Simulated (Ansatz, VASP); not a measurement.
**Lu: VASP beside Ansatz**

The input INCAR:

```
SYSTEM = Lu
  ALGO = Fast
  EDIFF = 1E-6
  ENCUT = 520
  GGA = PE
  ISIF = 2
  ISMEAR = -1
  LASPH = .TRUE.
  LCHARG = .FALSE.
  LREAL = .FALSE.
  LWAVE = .FALSE.
  NBANDS = 32
  NELM = 80
  PREC = Accurate
  SIGMA = 0.05
```

Contents of KPOINTS:

```
k-points
0
G
  7 7 4
  0 0 0
```

Contents of POSCAR:

```
Lu
1.0
    3.5031000000      0.0000000000      0.0000000000
   -1.7515500000      3.0337735920      0.0000000000
    0.0000000000      0.0000000000      5.4953910000
Lu
2
Direct
    0.6666666667      0.3333333333      0.7500000000
    0.3333333333      0.6666666667      0.2500000000
```

The input input.yaml:

```yaml
crystal:
  lattice:
    - [3.5031, 0.0, 0.0]
    - [-1.75155, 3.033773592, 0.0]
    - [0.0, 0.0, 5.495391]
  atoms:
    - { symbol: Lu, position: [0.6666666667, 0.3333333333, 0.75] }
    - { symbol: Lu, position: [0.3333333333, 0.6666666667, 0.25] }
hamiltonian:
  xc: pbe
  pseudopotentials: { kind: paw }
kpoints:
  mp_grid: { grid: [7, 7, 4] }
  band_path:
    path:
      - [[0.0, 0.0, 0.0], [0.5, 0.0, 0.0], [0.3333333333, 0.3333333333, 0.0], [0.0, 0.0, 0.0], [0.0, 0.0, 0.5], [0.5, 0.0, 0.5], [0.3333333333, 0.3333333333, 0.5], [0.0, 0.0, 0.5]]
      - [[0.5, 0.0, 0.5], [0.5, 0.0, 0.0]]
      - [[0.3333333333, 0.3333333333, 0.0], [0.3333333333, 0.3333333333, 0.5]]
    npoints: 14
scf:
  occupations: { method: fermi_dirac, width: 0.05 }
  n_extra_bands: 6
output:
  forces: true
  stress: true
  eigenvalues: true
  fatbands: false
```

Alike in both runs: functional PBE; k mesh 7 × 7 × 4; occupations fermi-dirac, width 0.05 eV; no spin polarisation.

```csv
,VASP,Ansatz
version,VASP 6.6.1,Ansatz 0.2.0
potentials or method,"VASP PAW PBE potentials, release 64 (Lu)",Ansatz PAW
plane-wave cutoff (eV),520,420
valence electrons in the cell,50,50
task,single point,band structure
```

|  | VASP | Ansatz | Ansatz less VASP |
| --- | --- | --- | --- |
| gap on the k mesh at the Fermi level (eV) | none | none | - |
| pressure (GPa) | 0.0 | -0.3 | -0.25 |
| traceless stress, the component that is largest in VASP (GPa) | -0.40 | -0.41 | -0.004 |

A gap of «none» marks a metal or a gap that the smearing closes. The functional is the same, so the differences come from potentials, cutoffs and numerics.

Spin-orbit coupling is off throughout.
